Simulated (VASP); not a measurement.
Write the native input for VASP 6.6.1 that does the following.

```yaml
Task: single point
Functional: PBEsol
Potentials_or_basis: VASP PAW PBE potentials, release 64 (C)
Cutoff: 520 eV
k_mesh: 21 × 21 × 6
Occupations: gaussian, width 0.15 eV
Spin: no spin polarisation
Dipole_correction: no
Further_INCAR_settings: ALGO = Normal; EDIFF = 1e-06; NBANDS = 16
```

The structure of C lies in POSCAR:

```
C
1.0
    1.1809078653     -1.9910249802      0.0000000000
    1.1809078653      1.9910249802      0.0000000000
    0.0000000000      0.0000000000      6.8994055385
C
4
Direct
    0.0833216498      0.9166783502      0.7498439858
    0.5833216498      0.4166783502      0.2501560142
    0.9166783502      0.0833216498      0.2501560142
    0.4166783502      0.5833216498      0.7498439858
```

The input as run:

INCAR

```
ALGO = Normal ; EDIFF = 1E-6
ENCUT = 520 ; GGA = PS
ISIF = 2 ; ISMEAR = 0
LASPH = True ; LCHARG = False
LREAL = False ; LWAVE = False
NBANDS = 16 ; NELM = 100
PREC = Accurate ; SIGMA = 0.15
```

KPOINTS

```
k-points
0
Gamma
  21 21 6
```

Potentials or basis: VASP PAW PBE potentials, release 64 (C).

Launch:

```bash
$ cat potpaw_PBE.64/C/POTCAR > POTCAR
$ mpirun -np 1 vasp_std > vasp.out
```

It gave:

```
Pressure      : 56.4 GPa
Largest force : 0.805 eV/Å
```

Caveat: the stress differs along the axes, from 1 to 100 GPa; this functional lacks dispersion, which binds layers or chains, so the pressure and a relaxed spacing across them are unreliable; the PAW data sets were made with another functional, which shifts forces and pressure a little.

Wall time 110 s on 1 thread of AMD EPYC 9R45 96-Core Processor (Zen 5), on a shared host, peak memory 0.25 GiB.
